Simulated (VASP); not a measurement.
# InP: single point with PBE

InP:

```
In P
1.0
     0.00000    2.73141    2.73141
     2.73141    0.00000    2.73141
     2.73141    2.73141    0.00000
In P
1 1
Direct
  0.00000 0.00000 0.00000
  0.50000 0.50000 0.50000
```

| Item | Value |
| --- | --- |
| Program | VASP 6.6.1 |
| Task | single point |
| Functional | PBE |
| Potentials or basis | VASP PAW PBE potentials, release 64 (In_d, P) |
| Cutoff | 500 eV |
| k mesh | 8 × 8 × 8 |
| Occupations | fermi-dirac, width 0.05 eV |
| Spin | no spin polarisation |

| Property | Result |
| --- | --- |
| Pressure | 3.2 GPa |
| Band gap on the k mesh | zero (band 9 reaches 7.87 eV, above the bottom of band 10 at 5.09 eV) |

Levels at points of the mesh, in eV from the Fermi level:
```csv
k point,band 6,band 7,band 8,band 9,band 10,band 11,band 12,band 13
"(0.00, 0.00, 0.00)",-12.43,-0.42,-0.42,-0.42,0.75,6.99,6.99,6.99
"(0.50, 0.00, 0.00)",-10.22,-6.98,0.05,0.05,2.40,3.28,3.28,5.40
"(0.50, 0.50, 0.00)",-8.99,-5.32,-2.58,-2.58,-2.58,3.64,10.11,10.11
```

Wall time 30 s on 1 thread of Intel(R) Xeon(R) Platinum 8488C (Sapphire Rapids), on a shared host, peak memory 0.16 GiB.

Caveat: spin-orbit coupling is left out, which moves the levels of the heavy elements.
